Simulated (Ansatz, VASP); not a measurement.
## One calculation of In3B, two programs

```
CELL_PARAMETERS angstrom
4.26059 0.00000 0.00000
0.00000 4.26059 0.00000
0.00000 0.00000 4.26059
ATOMIC_POSITIONS crystal
In 0.00000 0.50000 0.50000
In 0.50000 0.00000 0.50000
In 0.50000 0.50000 0.00000
B 0.00000 0.00000 0.00000
```

Alike in both runs: task relaxation of cell and atoms; functional r2SCAN; k mesh 4 × 4 × 4; occupations gaussian, width 0.1 eV; no spin polarisation.

|  | VASP | Ansatz |
| --- | --- | --- |
| version | VASP 6.6.1 | Ansatz 0.2.0 |
| potentials or method | VASP PAW PBE potentials, release 64 (In_d, B), cutoff 600 eV | scalar-relativistic, plane waves, PAW |
| valence electrons in the cell | 42 | 42 |

```csv
,VASP,Ansatz,Ansatz less VASP
"gap on the k mesh at the Fermi level, each at its own relaxed structure (eV)",none,none,-
relaxed volume (Å³/atom),21.75,21.75,+0.001
relaxed cell length with the largest relative difference (Å),4.431,4.431,0.0000
```

VASP's potentials were made for PBE, not for r2SCAN. A gap of «none» marks a metal or a gap that the smearing closes.

The k mesh is coarse, so the values compare programs but aren't converged.
